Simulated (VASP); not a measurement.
# In3O (P6/mmm) in VASP: notebook

In3O is run at these levels: PBE; tasks: single point.

Everything below comes from runs of VASP 6.6.1. Logs are shortened: lines on timing, memory, paths and dates and some standing lists are left out, and cuts for length are marked.

### 1 The cell of the first run

Symmetry: P6/mmm, No. 191, hexagonal system. The conventional cell has a = 4.084 Å, b = 4.084 Å, c = 6.591 Å, α = 90.00°, β = 90.00°, γ = 120.00°. Within 3.1 Å of In (site symmetry -6m2) lie 3 In at 2.36 Å and 3 O at 2.36 Å. In (site symmetry 6/mmm) has 2 O at 3.30 Å and 18 In at 4.05 to 4.08 Å within 4.3 Å. Within 3.1 Å of O (site symmetry 6/mmm) lie 6 In at 2.36 Å.

### 2 Single point, PBE

INCAR

```
SYSTEM = In3O
PREC = Accurate ; ENCUT = 520
EDIFF = 1E-7 ; ISMEAR = 0
SIGMA = 0.1 ; LREAL = .False.
LASPH = .True. ; NELM = 80
ALGO = Normal ; ISIF = 2
LWAVE = .False. ; LCHARG = .True.
GGA = PE ; LELF = .True.
LVHAR = .True. ; NBANDS = 30
```

KPOINTS

```
regular mesh
0
Gamma
  6 6 4
  0 0 0
```

POSCAR

```
In3O
1.0
    4.0835605800      0.0000000000      0.0000000000
   -2.0417802900      3.5364672000      0.0000000000
    0.0000000000      0.0000000000      6.5906339200
In O
3 1
Direct
    0.3333333300      0.6666666700      0.0000000000
    0.6666666700      0.3333333300      0.0000000000
    0.0000000000      0.0000000000      0.5000000000
    0.0000000000      0.0000000000      0.0000000000
```

Potentials or basis: VASP PAW PBE potentials, release 64 (In_d, O).

The run is started by

```bash
$ cat potpaw_PBE.64/In_d/POTCAR potpaw_PBE.64/O/POTCAR > POTCAR
$ mpirun -np 1 vasp_std > vasp.out
```

OUTCAR:

```text
SYSTEM = In3O
   PREC = Accurate
   ENCUT = 520
   EDIFF = 1E-7
   ISMEAR = 0
   LREAL = .False.
   LASPH = .True.
   NELM = 80
   ISIF = 2
   GGA = PE

 ion  position               nearest neighbor table
   1  0.333  0.667  0.000-   2 2.36   4 2.36   2 2.36   4 2.36   4 2.36   2 2.36
   2  0.667  0.333  0.000-   1 2.36   4 2.36   1 2.36   4 2.36   4 2.36   1 2.36
   3  0.000  0.000  0.500-
   4  0.000  0.000  0.000-   1 2.36   2 2.36   1 2.36   2 2.36   2 2.36   1 2.36

  LATTYP: Found a hexagonal cell.
 ALAT       =     4.0835605800
 C/A-ratio  =     1.6139429772

  Lattice vectors:

 A1 = (   4.0835605800,   0.0000000000,   0.0000000000)
 A2 = (  -2.0417802900,   3.5364672000,   0.0000000000)
 A3 = (   0.0000000000,   0.0000000000,   6.5906339200)

Analysis of symmetry for initial positions (statically):
=====================================================================
 Subroutine PRICEL returns:
 Original cell was already a primitive cell.

 Routine SETGRP: Setting up the symmetry group for a
 hexagonal supercell.

 Subroutine GETGRP returns: Found 24 space group operations
 (whereof 24 operations were pure point group operations)
 out of a pool of 24 trial point group operations.

The static configuration has the point symmetry D_6h.

Analysis of symmetry for dynamics (positions and initial velocities):
=====================================================================
 Subroutine PRICEL returns:
 Original cell was already a primitive cell.

 Routine SETGRP: Setting up the symmetry group for a
 hexagonal supercell.

 Subroutine GETGRP returns: Found 24 space group operations
 (whereof 24 operations were pure point group operations)
 out of a pool of 24 trial point group operations.

The dynamic configuration has the point symmetry D_6h.

 Subroutine INISYM returns: Found 24 space group operations
 (whereof 24 operations are pure point group operations),
 and found     1 'primitive' translations

----------------------------------------------------------------------------------------

                                     Primitive cell

  volume of cell :      95.1778

  direct lattice vectors                    reciprocal lattice vectors
     4.083560580  0.000000000  0.000000000     0.244884331  0.141384034  0.000000000
    -2.041780290  3.536467200  0.000000000     0.000000000  0.282768069  0.000000000
     0.000000000  0.000000000  6.590633920     0.000000000  0.000000000  0.151730473

  length of vectors
     4.083560580  4.083560580  6.590633920     0.282768069  0.282768069  0.151730473

  position of ions in fractional coordinates (direct lattice)
     0.333333330  0.666666670  0.000000000
     0.666666670  0.333333330  0.000000000
     0.000000000  0.000000000  0.500000000
     0.000000000  0.000000000  0.000000000

  ion indices of the primitive-cell ions
   primitive index   ion index
                 1           1
                 2           2
                 3           3
                 4           4

----------------------------------------------------------------------------------------

 KPOINTS: regular mesh

Automatic generation of k-mesh.
 Grid dimensions read from file:
 generate k-points for:    6    6    4

 Generating k-lattice:

  Cartesian coordinates                     Fractional coordinates (reciprocal lattice)
     0.040814055  0.023564006  0.000000000     0.166666667  0.000000000  0.000000000
     0.000000000  0.047128011  0.000000000     0.000000000  0.166666667  0.000000000
     0.000000000  0.000000000  0.037932618     0.000000000  0.000000000  0.250000000

  Length of vectors
     0.047128011  0.047128011  0.037932618

  Shift w.r.t. Gamma in fractional coordinates (k-lattice)
     0.000000000  0.000000000  0.000000000

 Subroutine IBZKPT returns following result:
 ===========================================

 Found     21 irreducible k-points:

 Following reciprocal coordinates:
            Coordinates               Weight
  0.000000  0.000000  0.000000      1.000000
  0.166667  0.000000  0.000000      6.000000
  0.333333  0.000000  0.000000      6.000000
  0.500000  0.000000  0.000000      3.000000
  0.166667  0.166667  0.000000      6.000000
  0.333333  0.166667  0.000000     12.000000
[... 13 lines left out ...]
  0.333333  0.166667  0.500000     12.000000
  0.333333  0.333333  0.500000      2.000000
   k-points           NKPTS =     21   k-points in BZ     NKDIM =     21   number of bands    NBANDS=     30
   number of dos      NEDOS =    301   number of ions     NIONS =      4
   total plane-waves  NPLWV =  45000
   dimension x,y,z NGX =    30 NGY =   30 NGZ =   50
   dimension x,y,z NGXF=    60 NGYF=   60 NGZF=  100
   ions per type =               3   1
   NGX,Y,Z   is equivalent  to a cutoff of  12.21, 12.21, 12.61 a.u.
   NGXF,Y,Z  is equivalent  to a cutoff of  24.43, 24.43, 25.22 a.u.
 SYSTEM =  In3O
   PREC   = accura    normal or accurate (medium, high low for compatibility)
   ISTART =      0    job   : 0-new  1-cont  2-samecut
   ICHARG =      2    charge: 1-file 2-atom 10-const
   ISPIN  =      1    spin polarized calculation?
   LNONCOLLINEAR =      F non collinear calculations
   LSORBIT =      F    spin-orbit coupling
   LASPH  =      T    aspherical Exc in radial PAW
   ENCUT  =  520.0 eV  38.22 Ry    6.18 a.u.   7.59  7.59 12.25*2*pi/ulx,y,z
   NELM   =     80;   NELMIN=  2; NELMDL= -5     # of ELM steps
   EDIFF  = 0.1E-06   stopping-criterion for ELM
   LREAL  =      F    real-space projection
   EDIFFG = 0.1E-05   stopping-criterion for IOM
   NSW    =      0    number of steps for IOM
   IBRION =     -1    ionic relax: 0-MD 1-quasi-New 2-CG
   NFREE  =      0    steps in history (QN), initial steepest desc. (CG)
   ISIF   =      2    stress and relaxation
   ISYM   =      2    0-nonsym 1-usesym 2-fastsym
   POTIM  = 0.5000    time-step for ionic-motion
   TEBEG  =    0.0;   TEEND  =   0.0 temperature during run
   PSTRESS=    0.0 pullay stress
   NELECT =      45.0000    total number of electrons
   NUPDOWN=      -1.0000    fix difference up-down
   EMIN   =  10.00;   EMAX   =-10.00  energy-range for DOS
   EFERMI =   0.00;   METHOD = LEGACY
   ISMEAR =     0;   SIGMA  =   0.10  broadening in eV -4-tet -1-fermi 0-gaus
   EFERMI_NEDOS =   21; number of points for ismear=-14 and -15
   IALGO  =     38    algorithm
   IMIX   =      4    mixing-type and parameters
     AMIX     =   0.40;   BMIX     =  1.00
     AMIX_MAG =   1.60;   BMIX_MAG =  1.00
  volume/ion in A,a.u.               =      23.79       160.57
  Fermi-wavevector in a.u.,A,eV,Ry     =   1.275363  2.410086 22.130558  1.626550
  Thomas-Fermi vector in A             =   2.408079
   LORBIT       =      0    0 simple, 1 ext, 2 COOP (PROOUT), +10 PAW based schemes
   GGA     = PE    functional components
   LHFCALC =     F    Hartree Fock is set to
   AEXX    =    0.0000 exact exchange contribution
   IVDW    =     0    specifies the selected vdW correction
   LEPSILON=     F    determine dielectric tensor
   LRPA    =     F    only Hartree local field effects (RPA)
 non-spin polarized calculation
 Gauss-broadening in eV      SIGMA  =   0.10
  energy-cutoff  :      520.00
  volume of cell :       95.18
 maximum number of plane-waves:      2592
   NGX = 15   NGY = 15   NGZ = 25

 number of electron      45.0000039 magnetization

 Free energy of the ion-electron system (eV)
  ---------------------------------------------------
  ext. energy  EPLUGINS =         0.00000000
  ---------------------------------------------------
  free energy    TOTEN  =        -8.30549289 eV

  energy without entropy =       -8.28313807  energy(sigma->0) =       -8.29431548

 E-fermi :   6.0858     XC(G=0):  -9.5757

 val. band max:        6.0853925094   @ k =   0.1667   0.1667   0.2500
 cond. band min:       6.0904951102   @ k =   0.1667   0.0000   0.2500
 fundamental gap:      0.0051026008
 Fermi energy:         6.0858015097

 k-point     1 :       0.0000    0.0000    0.0000
  band No.  band energies     occupation
      1     -13.2486      2.00000
      2     -10.0918      2.00000
      3     -10.0918      2.00000
      4      -9.8234      2.00000
      5      -9.8234      2.00000
      6      -9.6117      2.00000
[... 22 lines left out ...]
     29      14.2005      0.00000
     30      14.4497      0.00000

 k-point     2 :       0.1667    0.0000    0.0000
  band No.  band energies     occupation
      1     -13.1298      2.00000
      2     -10.4760      2.00000
      3     -10.3850      2.00000
      4      -9.8831      2.00000
      5      -9.8559      2.00000
      6      -9.7901      2.00000
[... 22 lines left out ...]
     29      12.8041      0.00000
     30      14.4547      0.00000

 k-point     3 :       0.3333    0.0000    0.0000
  band No.  band energies     occupation
      1     -12.9694      2.00000
      2     -10.6793      2.00000
      3     -10.6744      2.00000
      4      -9.9952      2.00000
      5      -9.9156      2.00000
      6      -9.7166      2.00000
[... 22 lines left out ...]
     29      12.5676      0.00000
     30      14.1769      0.00000

 k-point     4 :       0.5000    0.0000    0.0000
  band No.  band energies     occupation
      1     -12.9472      2.00000
      2     -10.7774      2.00000
      3     -10.4726      2.00000
      4     -10.1853      2.00000
      5      -9.9431      2.00000
      6      -9.6744      2.00000
[... 517 lines left out ...]
     29      13.5904      0.00000
     30      14.7477      0.00000

 k-point    20 :       0.3333    0.1667    0.5000
  band No.  band energies     occupation
      1     -12.9991      2.00000
      2     -10.5885      2.00000
      3     -10.5027      2.00000
      4     -10.1557      2.00000
      5      -9.9862      2.00000
      6      -9.5887      2.00000
[... 22 lines left out ...]
     29      12.8451      0.00000
     30      14.6099      0.00000

 k-point    21 :       0.3333    0.3333    0.5000
  band No.  band energies     occupation
      1     -13.0635      2.00000
      2     -10.3279      2.00000
      3     -10.3279      2.00000
      4     -10.3180      2.00000
      5     -10.0323      2.00000
      6      -9.3632      2.00000
[... 22 lines left out ...]
     29      13.2513      0.00000
     30      13.2513      0.00000

------------------------ aborting loop because EDIFF is reached ----------------------------------------

  FORCE on cell =-STRESS in cart. coord.  units (eV):
  Direction    XX          YY          ZZ          XY          YZ          ZX
  --------------------------------------------------------------------------------------
  -------------------------------------------------------------------------------------
  Total       23.4955994     23.4955994     -2.2988462      0.0000000      0.0000000      0.0000000
  in kB      395.5134753    395.5134753    -38.6976575      0.0000000      0.0000000      0.0000000
  external PRESSURE =     250.7764310 kB  Pullay stress =       0.0000000 kB

 VOLUME and BASIS-vectors are now :
 -----------------------------------------------------------------------------
  energy-cutoff  :      520.00
  volume of cell :       95.18
      direct lattice vectors                 reciprocal lattice vectors
     4.083560580  0.000000000  0.000000000     0.244884331  0.141384034  0.000000000
    -2.041780290  3.536467200  0.000000000     0.000000000  0.282768069  0.000000000
     0.000000000  0.000000000  6.590633920     0.000000000  0.000000000  0.151730473

 POSITION                                       TOTAL-FORCE (eV/Angst)
 -----------------------------------------------------------------------------------
     -0.00000      2.35764      0.00000        -0.000000      0.000000     -0.000000
      2.04178      1.17882      0.00000         0.000000      0.000000      0.000000
      0.00000      0.00000      3.29532        -0.000000      0.000000      0.000000
      0.00000      0.00000      0.00000        -0.000000      0.000000      0.000000
 -----------------------------------------------------------------------------------
    total drift:                               -0.000000      0.000000     -0.000000

  FREE ENERGIE OF THE ION-ELECTRON SYSTEM (eV)
  ---------------------------------------------------
  free  energy   TOTEN  =        -8.3054928860 eV

  energy  without entropy=       -8.2831380651  energy(sigma->0) =       -8.29431548
```

It took 91 s on 1 thread of Intel Xeon Platinum 8259CL at 2.50GHz (Skylake/Cascade Lake), shared host; peak memory 0.22 GiB.

What came out:

| Item | Value |
| --- | --- |
| Free energy | -8.3055 eV |
| Pressure | 25.1 GPa |

Stress tensor (GPa, compression positive):
```
39.55  0.00  0.00
 0.00 39.55  0.00
 0.00  0.00 -3.87
```

Caveat: spin-orbit coupling is left out, which moves the levels of the heavy elements; an odd number of electrons without spin polarisation forces a metal; a magnetic or distorted state may lie lower.

### 3 Single point, PBE

This run uses another cell than the first one, of 25.88 Å³/atom, 1.088 times its volume.

INCAR

```
ALGO = Normal
EDIFF = 1E-6
ENCUT = 520
GGA = PE
ISIF = 2
ISMEAR = 0
LASPH = True
LCHARG = True
LELF = True
LREAL = False
LVHAR = True
LWAVE = False
NBANDS = 30
NELM = 100
PREC = Accurate
SIGMA = 0.1
```

KPOINTS

```
k-points
0
Gamma
  6 6 4
```

POSCAR

```
In3O
1.0
    5.2267381632      0.0000000000      0.0000000000
   -2.6133690816      4.5264880283      0.0000000000
    0.0000000000      0.0000000000      4.3761370944
In O
3 1
Direct
    0.3333333333      0.6666666667      0.0000000000
    0.6666666667      0.3333333333      0.0000000000
    0.0000000000      0.0000000000      0.5000000000
    0.0000000000      0.0000000000      0.0000000000
```

Potentials or basis: VASP PAW PBE potentials, release 64 (In_d, O).

The run is started by

```bash
$ cat potpaw_PBE.64/In_d/POTCAR potpaw_PBE.64/O/POTCAR > POTCAR
$ mpirun -np 1 vasp_std > vasp.out
```

Run time: 84 s. Hardware: 1 thread of Intel Xeon Platinum 8259CL at 2.50GHz (Skylake/Cascade Lake), shared host; peak memory 0.25 GiB.

The run converged. Its results:

| Item | Value |
| --- | --- |
| Free energy | -13.1025 eV |
| Pressure | 0.1 GPa |

Stress tensor (GPa, compression positive):
```
 0.16  0.00  0.00
 0.00  0.16  0.00
 0.00  0.00 -0.11
```

Levels at points of the mesh, in eV from the Fermi level:
| k point | band 20 | band 21 | band 22 | band 23 | band 24 | band 25 |
| --- | --- | --- | --- | --- | --- | --- |
| (0.00, 0.00, 0.00) | -3.51 | -1.76 | -1.09 | -0.04 | -0.04 | 1.53 |
| (0.50, 0.00, 0.00) | -4.11 | -2.18 | -1.85 | 0.48 | 2.34 | 2.95 |
| (0.00, 0.00, 0.50) | -3.03 | -1.34 | -0.29 | 0.55 | 0.55 | 2.23 |
| (0.50, 0.00, 0.50) | -3.52 | -2.06 | -1.54 | 0.07 | 1.31 | 1.49 |

Caveat: spin-orbit coupling is left out, which moves the levels of the heavy elements; an odd number of electrons without spin polarisation forces a metal; a magnetic or distorted state may lie lower.
